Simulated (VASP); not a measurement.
Runs of VASP 6.6.1 on MgSe3. The structure is that of space group Pm-3m (No. 221), or close to it. The cells are those of the table. 

| task | cell | k mesh | cutoff (eV) | k mesh for the DOS | occupations for the DOS | gap on the mesh (eV) | pressure (GPa) | relaxed volume (Å³/atom) |
| --- | --- | --- | --- | --- | --- | --- | --- | --- |
| relaxation of cell and atoms | relaxed from a = 4.390 Å, 4 atoms | 10 × 10 × 10 | 600 | - | - | none | 0.0 | (a) |
| single point | a = 4.615 Å, 4 atoms | 4 × 4 × 4 | 520 | - | - | none | (b) | - |
| single point | a = 4.390 Å, 4 atoms | 4 × 4 × 4 | 520 | - | - | none | 0.1 | - |
| single point | a = 4.383 Å, 4 atoms | 10 × 10 × 10 | 520 | - | - | none | -0.1 | - |
| relaxation of cell and atoms | relaxed from a = 4.615 Å, 4 atoms | 4 × 4 × 4 | 600 | - | - | none | 0.0 | 21.20 |

Alike in all rows: level PBE; potentials or basis VASP PAW PBE potentials, release 64 (Mg, Se); no spin polarisation; smearing gaussian 0.1 eV.

Question: Fill in the values left out.

Answer: (a) 21.01; (b) -6.1.

A k mesh can miss the band edges, and the runs leave out spin-orbit coupling on Se.

A gap of «none» marks levels without a gap at the run's occupations.
